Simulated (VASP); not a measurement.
Input of a VASP 6.6.1 run:

File INCAR:

```
  ALGO = Normal
  EDIFF = 1E-6
  ENCUT = 520
  GGA = RP
  ISIF = 2
  ISMEAR = -1
  LASPH = True
  LCHARG = True
  LELF = True
  LREAL = False
  LVHAR = True
  LWAVE = False
  NBANDS = 16
  NELM = 100
  PREC = Accurate
  SIGMA = 0.05
```

File KPOINTS:

```
k-points
0
Gamma
  7 7 7
```

POSCAR

```
HgTe
1.0
    0.0000000000      3.3792187232      3.3792187232
    3.3792187232      0.0000000000      3.3792187232
    3.3792187232      3.3792187232      0.0000000000
Hg Te
1 1
Direct
    0.0000000000      0.0000000000      0.0000000000
    0.7500000000      0.7500000000      0.7500000000
```

Potentials or basis: VASP PAW PBE potentials, release 64 (Hg, Te).

Run with:

```sh
$ cat potpaw_PBE.64/Hg/POTCAR potpaw_PBE.64/Te/POTCAR > POTCAR
$ mpirun -np 1 vasp_std > vasp.out
```

Problem. Estimate the pressure.

Solution. 0.0 GPa.

Problem. What does it give for the band gap on the k mesh?

Solution. Zero (filled and empty bands touch).

Caveat: the PAW data sets were made with another functional, which shifts forces and pressure a little; spin-orbit coupling is left out, which moves the levels of the heavy elements.
